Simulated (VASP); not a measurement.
# HfSiO4 (Hafnon) (I4_1/amd) in VASP: notebook

HfSiO4 (Hafnon) is run at these levels: PBEsol; tasks: single point.

Everything below comes from runs of VASP 6.6.1. Logs are shortened: lines on timing, memory, paths and dates and some standing lists are left out, and cuts for length are marked.

## 1. The cell of the first run

The structure is tetragonal, space group I4_1/amd (No. 141). The conventional cell has a = 6.484 Å, b = 6.484 Å, c = 5.883 Å, α = 90.00°, β = 90.00°, γ = 90.00°. Hf (site symmetry -4m2) has 8 O at 2.09 to 2.23 Å within 2.8 Å. Within 2.1 Å of Si (site symmetry -4m2) lie 4 O at 1.60 Å. O (site symmetry m) has 1 Si at 1.60 Å and 1 Hf at 2.09 Å within 2.1 Å.

## 2. Single point, PBEsol

INCAR reads:

```
PREC     = Accurate       # precision mode
ENCUT    = 600            # plane-wave cutoff, eV
EDIFF    = 1E-6           # SCF threshold, eV
ISMEAR   = -1             # smearing method
SIGMA    = 0.05           # smearing width, eV
LREAL    = F              # projectors in reciprocal space
LASPH    = T              # aspherical terms in the spheres
NELM     = 120            # most SCF steps
ALGO     = Normal         # electronic algorithm
ISIF     = 2              # what is computed and relaxed
LWAVE    = F              # write WAVECAR
LCHARG   = F              # write CHGCAR
GGA      = PS             # functional
NBANDS   = 50             # bands
GGA_COMPAT= F
```

KPOINTS reads:

```
regular mesh
0
Gamma
  6 6 6
```

POSCAR reads:

```
HfSiO4
1.0
   -3.2418357717      3.2418357717      2.9413031683
    3.2418357717     -3.2418357717      2.9413031683
    3.2418357717      3.2418357717     -2.9413031683
Hf Si O
2 2 8
Direct
    0.0000000000      0.0000000000      0.0000000000
    0.7500000000      0.2500000000      0.5000000000
    0.5000000000      0.5000000000      0.0000000000
    0.2500000000      0.7500000000      0.5000000000
    0.6802000000      0.4957000000      0.8155000000
    0.2457000000      0.9302000000      0.3155000000
    0.6802000000      0.8647000000      0.1845000000
    0.6147000000      0.9302000000      0.6845000000
    0.0698000000      0.3853000000      0.3155000000
    0.5043000000      0.3198000000      0.1845000000
    0.0698000000      0.7543000000      0.6845000000
    0.1353000000      0.3198000000      0.8155000000
```

Potentials or basis: VASP PAW PBE potentials, release 64 (Hf_pv, Si, O).

Run with:

```
$ cat potpaw_PBE.64/Hf_pv/POTCAR potpaw_PBE.64/Si/POTCAR potpaw_PBE.64/O/POTCAR > POTCAR
$ mpirun -np 1 vasp_std > vasp.out
```

OUTCAR:

```text
PREC = Accurate
   ENCUT = 600
   EDIFF = 1E-6
   ISMEAR = -1
   LREAL = F
   LASPH = T
   NELM = 120
   ISIF = 2
   GGA = PS

 ion  position               nearest neighbor table
   1  0.000  0.000  0.000-   6 2.09   8 2.09   9 2.09  11 2.09  10 2.23   5 2.23  12 2.23   7 2.23
                             3 2.94   3 2.94   2 3.56   2 3.56   2 3.56   2 3.56
   2  0.750  0.250  0.500-   5 2.09   7 2.09  10 2.09  12 2.09  11 2.23   6 2.23   9 2.23   8 2.23
                             4 2.94   4 2.94   1 3.56   1 3.56   1 3.56   1 3.56
   3  0.500  0.500  0.000-   5 1.60   7 1.60  10 1.60  12 1.60   1 2.94   1 2.94
   4  0.250  0.750  0.500-   6 1.60   8 1.60   9 1.60  11 1.60   2 2.94   2 2.94
   5  0.680  0.496  0.816-   3 1.60   2 2.09   1 2.23
   6  0.246  0.930  0.316-   4 1.60   1 2.09   2 2.23
   7  0.680  0.865  0.184-   3 1.60   2 2.09   1 2.23
   8  0.615  0.930  0.684-   4 1.60   1 2.09   2 2.23
   9  0.070  0.385  0.316-   4 1.60   1 2.09   2 2.23
  10  0.504  0.320  0.184-   3 1.60   2 2.09   1 2.23
  11  0.070  0.754  0.684-   4 1.60   1 2.09   2 2.23
  12  0.135  0.320  0.816-   3 1.60   2 2.09   1 2.23

  LATTYP: Found a body centered tetragonal cell.
 ALAT       =     6.4836715434
 C/A-ratio  =     0.9072955496

  Lattice vectors:

 A1 = (  -3.2418357717,   3.2418357717,   2.9413031683)
 A2 = (   3.2418357717,  -3.2418357717,   2.9413031683)
 A3 = (   3.2418357717,   3.2418357717,  -2.9413031683)

Analysis of symmetry for initial positions (statically):
=====================================================================
 Subroutine PRICEL returns:
 Original cell was already a primitive cell.

 Routine SETGRP: Setting up the symmetry group for a
 body centered tetragonal supercell.

 Subroutine GETGRP returns: Found 16 space group operations
 (whereof  8 operations were pure point group operations)
 out of a pool of 16 trial point group operations.

The static configuration has the point symmetry D_2d.
 The point group associated with its full space group is D_4h.

Analysis of symmetry for dynamics (positions and initial velocities):
=====================================================================
 Subroutine PRICEL returns:
 Original cell was already a primitive cell.

 Routine SETGRP: Setting up the symmetry group for a
 body centered tetragonal supercell.

 Subroutine GETGRP returns: Found 16 space group operations
 (whereof  8 operations were pure point group operations)
 out of a pool of 16 trial point group operations.

The dynamic configuration has the point symmetry D_2d.
 The point group associated with its full space group is D_4h.

 Subroutine INISYM returns: Found 16 space group operations
 (whereof  8 operations are pure point group operations),
 and found     1 'primitive' translations

----------------------------------------------------------------------------------------

                                     Primitive cell

  volume of cell :     123.6465

  direct lattice vectors                    reciprocal lattice vectors
    -3.241835772  3.241835772  2.941303168     0.000000000  0.154233599  0.169992677
     3.241835772 -3.241835772  2.941303168     0.154233599  0.000000000  0.169992677
     3.241835772  3.241835772 -2.941303168     0.154233599  0.154233599  0.000000000

  length of vectors
     5.447041644  5.447041644  5.447041644     0.229533251  0.229533251  0.218119248

  position of ions in fractional coordinates (direct lattice)
     0.000000000  0.000000000  0.000000000
     0.750000000  0.250000000  0.500000000
     0.500000000  0.500000000  0.000000000
     0.250000000  0.750000000  0.500000000
     0.680200000  0.495700000  0.815500000
     0.245700000  0.930200000  0.315500000
     0.680200000  0.864700000  0.184500000
     0.614700000  0.930200000  0.684500000
     0.069800000  0.385300000  0.315500000
     0.504300000  0.319800000  0.184500000
     0.069800000  0.754300000  0.684500000
     0.135300000  0.319800000  0.815500000

  ion indices of the primitive-cell ions
   primitive index   ion index
                 1           1
                 2           2
                 3           3
                 4           4
                 5           5
                 6           6
                 7           7
                 8           8
                 9           9
                10          10
                11          11
                12          12

----------------------------------------------------------------------------------------

 KPOINTS: regular mesh

Automatic generation of k-mesh.
 Grid dimensions read from file:
 generate k-points for:    6    6    6

 Generating k-lattice:

  Cartesian coordinates                     Fractional coordinates (reciprocal lattice)
     0.000000000  0.025705600  0.028332113     0.166666667  0.000000000  0.000000000
     0.025705600  0.000000000  0.028332113     0.000000000  0.166666667  0.000000000
     0.025705600  0.025705600  0.000000000     0.000000000  0.000000000  0.166666667

  Length of vectors
     0.038255542  0.038255542  0.036353208

  Shift w.r.t. Gamma in fractional coordinates (k-lattice)
     0.000000000  0.000000000  0.000000000

 Subroutine IBZKPT returns following result:
 ===========================================

 Found     30 irreducible k-points:

 Following reciprocal coordinates:
            Coordinates               Weight
  0.000000  0.000000  0.000000      1.000000
  0.166667  0.000000 -0.000000      8.000000
  0.333333  0.000000 -0.000000      8.000000
  0.500000  0.000000 -0.000000      4.000000
  0.166667  0.166667 -0.000000      8.000000
  0.333333  0.166667 -0.000000     16.000000
[... 16 lines left out ...]
 -0.333333 -0.333333  0.166667      8.000000
 -0.166667 -0.333333  0.166667      8.000000
 [... further k-points ...]
   k-points           NKPTS =     30   k-points in BZ     NKDIM =     30   number of bands    NBANDS=     50
   number of dos      NEDOS =    301   number of ions     NIONS =     12
   total plane-waves  NPLWV = 110592
   dimension x,y,z NGX =    48 NGY =   48 NGZ =   48
   dimension x,y,z NGXF=    96 NGYF=   96 NGZF=   96
   ions per type =               2   2   8
   NGX,Y,Z   is equivalent  to a cutoff of  14.65, 14.65, 14.65 a.u.
   NGXF,Y,Z  is equivalent  to a cutoff of  29.30, 29.30, 29.30 a.u.
 SYSTEM =  unknown system
   PREC   = accura    normal or accurate (medium, high low for compatibility)
   ISTART =      0    job   : 0-new  1-cont  2-samecut
   ICHARG =      2    charge: 1-file 2-atom 10-const
   ISPIN  =      1    spin polarized calculation?
   LNONCOLLINEAR =      F non collinear calculations
   LSORBIT =      F    spin-orbit coupling
   LASPH  =      T    aspherical Exc in radial PAW
   ENCUT  =  600.0 eV  44.10 Ry    6.64 a.u.  10.88 10.88 10.88*2*pi/ulx,y,z
   NELM   =    120;   NELMIN=  2; NELMDL= -5     # of ELM steps
   EDIFF  = 0.1E-05   stopping-criterion for ELM
   LREAL  =      F    real-space projection
   EDIFFG = 0.1E-04   stopping-criterion for IOM
   NSW    =      0    number of steps for IOM
   IBRION =     -1    ionic relax: 0-MD 1-quasi-New 2-CG
   NFREE  =      0    steps in history (QN), initial steepest desc. (CG)
   ISIF   =      2    stress and relaxation
   ISYM   =      2    0-nonsym 1-usesym 2-fastsym
   POTIM  = 0.5000    time-step for ionic-motion
   TEBEG  =    0.0;   TEEND  =   0.0 temperature during run
   PSTRESS=    0.0 pullay stress
   NELECT =      76.0000    total number of electrons
   NUPDOWN=      -1.0000    fix difference up-down
   EMIN   =  10.00;   EMAX   =-10.00  energy-range for DOS
   EFERMI =   0.00;   METHOD = LEGACY
   ISMEAR =    -1;   SIGMA  =   0.05  broadening in eV -4-tet -1-fermi 0-gaus
   EFERMI_NEDOS =   21; number of points for ismear=-14 and -15
   IALGO  =     38    algorithm
   IMIX   =      4    mixing-type and parameters
     AMIX     =   0.40;   BMIX     =  1.00
     AMIX_MAG =   1.60;   BMIX_MAG =  1.00
  volume/ion in A,a.u.               =      10.30        69.53
  Fermi-wavevector in a.u.,A,eV,Ry     =   1.391934  2.630375 26.361034  1.937481
  Thomas-Fermi vector in A             =   2.515726
   LORBIT       =      0    0 simple, 1 ext, 2 COOP (PROOUT), +10 PAW based schemes
   GGA     = PS    functional components
   LHFCALC =     F    Hartree Fock is set to
   AEXX    =    0.0000 exact exchange contribution
   IVDW    =     0    specifies the selected vdW correction
   LEPSILON=     F    determine dielectric tensor
   LRPA    =     F    only Hartree local field effects (RPA)
 non-spin polarized calculation
  energy-cutoff  :      600.00
  volume of cell :      123.65
 maximum number of plane-waves:      4156
 NGX is ok and might be reduce to    48
   NGX = 21   NGY = 21   NGZ = 21

 number of electron      75.9999999 magnetization

 Free energy of the ion-electron system (eV)
  ---------------------------------------------------
  ext. energy  EPLUGINS =         0.00000000
  ---------------------------------------------------
  free energy    TOTEN  =      -113.26536021 eV

  energy without entropy =     -113.26536021  energy(sigma->0) =     -113.26536021

 E-fermi :   4.6412     XC(G=0): -11.5660

 val. band max:        3.5214511614   @ k =   0.0000   0.0000   0.0000
 cond. band min:       9.0297539901   @ k =   0.5000   0.5000  -0.0000
 fundamental gap:      5.5083028287
 Fermi energy:         4.6412384331

 k-point     1 :       0.0000    0.0000    0.0000
  band No.  band energies     occupation
      1     -25.5473      2.00000
      2     -25.5473      2.00000
      3     -25.4561      2.00000
      4     -25.4402      2.00000
      5     -25.3265      2.00000
      6     -25.3265      2.00000
[... 42 lines left out ...]
     49      13.1066      0.00000
     50      13.6139      0.00000
[... 1217 lines left out ...]
     49      12.8006      0.00000
     50      13.4067      0.00000

 [... further k-points ...]

------------------------ aborting loop because EDIFF is reached ----------------------------------------

  FORCE on cell =-STRESS in cart. coord.  units (eV):
  Direction    XX          YY          ZZ          XY          YZ          ZX
  --------------------------------------------------------------------------------------
  -------------------------------------------------------------------------------------
  Total        7.6906502      7.6906502      9.6724756      0.0000000     -0.0000000      0.0000000
  in kB       99.6533351     99.6533351    125.3332844      0.0000000     -0.0000000      0.0000000
  external PRESSURE =     108.2133182 kB  Pullay stress =       0.0000000 kB

 VOLUME and BASIS-vectors are now :
 -----------------------------------------------------------------------------
  energy-cutoff  :      600.00
  volume of cell :      123.65
      direct lattice vectors                 reciprocal lattice vectors
    -3.241835772  3.241835772  2.941303168     0.000000000  0.154233599  0.169992677
     3.241835772 -3.241835772  2.941303168     0.154233599  0.000000000  0.169992677
     3.241835772  3.241835772 -2.941303168     0.154233599  0.154233599  0.000000000

 POSITION                                       TOTAL-FORCE (eV/Angst)
 -----------------------------------------------------------------------------------
      0.00000      0.00000      0.00000         0.000000     -0.000000      0.000000
      0.00000      3.24184      1.47065         0.000000     -0.000000      0.000000
      0.00000      0.00000      2.94130         0.000000     -0.000000      0.000000
      3.24184      0.00000      1.47065         0.000000     -0.000000      0.000000
      2.04560      3.24184      1.06005        -0.842824     -0.000000      0.658375
      3.24184     -1.19624      2.53070         0.000000     -0.842824      0.658375
      1.19624      0.00000      4.00135         0.842824     -0.000000      0.658375
      3.24184      1.19624      2.53070         0.000000      0.842824      0.658375
      2.04560      0.00000      0.41061        -0.842824     -0.000000     -0.658375
      0.00000      1.19624      1.88126         0.000000      0.842824     -0.658375
      4.43807      0.00000      0.41061         0.842824     -0.000000     -0.658375
      3.24184      2.04560     -1.06005         0.000000     -0.842824     -0.658375
 -----------------------------------------------------------------------------------
    total drift:                               -0.000000     -0.000000      0.000000

  FREE ENERGIE OF THE ION-ELECTRON SYSTEM (eV)
  ---------------------------------------------------
  free  energy   TOTEN  =      -113.2653602100 eV

  energy  without entropy=     -113.2653602100  energy(sigma->0) =     -113.26536021
```

It took 2.5 min on 1 thread of AMD EPYC 9R45 (Zen 5), shared host; peak memory 0.39 GiB.

What came out:

| Item | Value |
| --- | --- |
| Free energy | -113.2654 eV |
| Pressure | 10.8 GPa |
| Largest force | 1.069 eV/Å |
| Band gap on the k mesh | 5.51 eV, indirect (least direct gap 5.90 eV) |

Forces in eV/Å, atoms in the order of the input:
```
Hf   0.000  0.000  0.000
Hf   0.000  0.000  0.000
Si   0.000  0.000  0.000
Si   0.000  0.000  0.000
O   -0.843  0.000  0.658
O    0.000 -0.843  0.658
O    0.843  0.000  0.658
O    0.000  0.843  0.658
O   -0.843  0.000 -0.658
O    0.000  0.843 -0.658
O    0.843  0.000 -0.658
O    0.000 -0.843 -0.658
```

Stress tensor (GPa, compression positive):
```
 9.97  0.00  0.00
 0.00  9.97  0.00
 0.00  0.00 12.53
```

Caveat: the PAW data sets were made with another functional, which shifts forces and pressure a little; spin-orbit coupling is left out, which moves the levels of the heavy elements.

## 3. Single point, PBEsol

This run uses another cell than the first one, of 10.52 Å³/atom, 1.021 times its volume.

INCAR reads:

```
SYSTEM = HfSiO4
ALGO = Normal ; EDIFF = 1E-6
ENCUT = 600 ; GGA = PS
GGA_COMPAT = .False. ; ISIF = 2
ISMEAR = -1 ; LASPH = .True.
LCHARG = .False. ; LREAL = .False.
LWAVE = .False. ; NBANDS = 50
NELM = 120 ; PREC = Accurate
SIGMA = 0.05
```

KPOINTS reads:

```
k-points
0
Gamma
  6 6 6
  0 0 0
```

POSCAR: that of step 2 with these lines changed.

```diff
@@ -2,5 +2,5 @@
 1.0
-   -3.2418357717      3.2418357717      2.9413031683
-    3.2418357717     -3.2418357717      2.9413031683
-    3.2418357717      3.2418357717     -2.9413031683
+   -3.2641939663      3.2641939663      2.9615886588
+    3.2641939663     -3.2641939663      2.9615886588
+    3.2641939663      3.2641939663     -2.9615886588
 Hf Si O
```

Potentials or basis: VASP PAW PBE potentials, release 64 (Hf_pv, Si, O).

Run with:

```
$ cat potpaw_PBE.64/Hf_pv/POTCAR potpaw_PBE.64/Si/POTCAR potpaw_PBE.64/O/POTCAR > POTCAR
$ mpirun -np 1 vasp_std > vasp.out
```

Run time: 2.3 min. Hardware: 1 thread of AMD EPYC 9R45 (Zen 5), shared host; peak memory 0.39 GiB.

The run converged. Its results:

```
Free energy            : -113.3995 eV
Pressure               : 5.0 GPa
Largest force          : 0.865 eV/Å
Band gap on the k mesh : 5.41 eV, indirect (least direct gap 5.79 eV)
```

Forces on the atoms (eV/Å):
```
Hf   0.000  0.000  0.000
Hf   0.000  0.000  0.000
Si   0.000  0.000  0.000
Si   0.000  0.000  0.000
O   -0.655  0.000  0.565
O    0.000 -0.655  0.565
O    0.655  0.000  0.565
O    0.000  0.655  0.565
O   -0.655  0.000 -0.565
O    0.000  0.655 -0.565
O    0.655  0.000 -0.565
O    0.000 -0.655 -0.565
```

Stress tensor (GPa, compression positive):
```
4.47 0.00 0.00
0.00 4.47 0.00
0.00 0.00 6.07
```

Levels at points of the mesh, in eV from the valence-band top:
| k point | band 35 | band 36 | band 37 | band 38 | band 39 | band 40 | band 41 | band 42 |
| --- | --- | --- | --- | --- | --- | --- | --- | --- |
| (0.00, 0.00, 0.00) | -0.58 | -0.58 | -0.58 | 0.00 | 5.83 | 6.10 | 6.26 | 6.31 |
| (0.50, 0.00, 0.00) | -0.98 | -0.87 | -0.28 | -0.19 | 5.70 | 5.86 | 6.66 | 6.86 |
| (0.50, 0.50, 0.00) | -0.97 | -0.97 | -0.63 | -0.63 | 5.41 | 5.41 | 6.57 | 6.57 |
| (0.50, 0.50, 0.50) | -1.15 | -1.15 | -0.87 | -0.87 | 6.33 | 6.33 | 6.74 | 6.74 |

Caveat: the PAW data sets were made with another functional, which shifts forces and pressure a little; spin-orbit coupling is left out, which moves the levels of the heavy elements. A k mesh can miss the band edges.
